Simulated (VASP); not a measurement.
A run of VASP 6.6.1 is set up as follows.

File INCAR:

```
SYSTEM = AlN
  PREC = Accurate
  ENCUT = 520
  EDIFF = 1E-7
  ISMEAR = 0
  SIGMA = 0.05
  LREAL = .FALSE.
  LASPH = .TRUE.
  NELM = 80
  ALGO = Normal
  ISIF = 2
  LWAVE = .FALSE.
  LCHARG = .FALSE.
  GGA = PE
  NBANDS = 16
```

Contents of KPOINTS:

```
Automatic mesh
0
G
  9 9 6
  0 0 0
```

File POSCAR:

```
AlN
1.0
    3.0332270978      0.0000000000      0.0000000000
   -1.5166135489      2.6268517221      0.0000000000
    0.0000000000      0.0000000000      4.9780000000
Al N
2 2
Direct
    0.3333333333      0.6666666667      0.0000000000
    0.6666666667      0.3333333333      0.5000000000
    0.3333333333      0.6666666667      0.3850000000
    0.6666666667      0.3333333333      0.8850000000
```

Potentials or basis: VASP PAW PBE potentials, release 64 (Al, N).

Command:

```console
$ cat potpaw_PBE.64/Al/POTCAR potpaw_PBE.64/N/POTCAR > POTCAR
$ mpirun -np 1 vasp_std > vasp.out
```

Q: Predict the band gap on the k mesh.

A: 4.68 eV, direct.

Q: What does it give for the pressure?

A: 16.1 GPa.

Forces in eV/Å, atoms in the order of the input:
```
Al   0.000  0.000  0.521
Al   0.000  0.000  0.521
N    0.000  0.000 -0.521
N    0.000  0.000 -0.521
```

Caveat: the cell differs from its parent crystal (strain -0.025 along x and y, +0.000 along z). A k mesh can miss the band edges.
